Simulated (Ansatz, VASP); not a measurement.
# SnO2 in VASP and in Ansatz

```xyz
6
Lattice="1.6186 -2.8035 0.0000 1.6186 0.9345 4.2918 -4.8559 -2.8035 0.0000" Properties=species:S:1:pos:R:3 pbc="T T T"
Sn    1.6323   -0.9895    1.7062
Sn   -1.6323   -0.8796    2.5856
O    -1.8253   -2.8930    3.3000
O     1.8253   -2.7140    2.9729
O    -0.2066   -1.9585    1.3189
O    -1.4120   -4.5831    0.9918
```

Change from the starting cell: mode 4 frozen in at -0.440 Å and mode 5 at -0.054 Å (largest displacements).

Alike in both runs: task single point; functional PBE; dispersion D3(BJ); k mesh 8 × 6 × 6; occupations gaussian, width 0.05 eV; no spin polarisation.

|  | VASP | Ansatz |
| --- | --- | --- |
| version | VASP 6.6.1 | Ansatz 0.2.0 |
| potentials or method | VASP PAW PBE potentials, release 64 (Sn_d, O), cutoff 520 eV | scalar-relativistic, plane waves, PAW |
| valence electrons in the cell | 52 | 52 |

Ansatz gave:

```
gap on the k mesh at the Fermi level (eV)                     : 0.57
least direct gap on the mesh (eV)                             : 0.72
pressure (GPa)                                                : -6.9
traceless stress, the component that is largest in VASP (GPa) : -3.27
rms of the force components (eV/Å)                            : 0.506
```

**Question.** Estimate VASP's values.

**Answer.** gap on the k mesh at the Fermi level (eV): 0.53; least direct gap on the mesh (eV): 0.68; pressure (GPa): -6.3; traceless stress, the component that is largest in VASP (GPa): -3.67; rms of the force components (eV/Å): 0.495.

Atom by atom the forces differ by 0.027 eV/Å (rms over components).
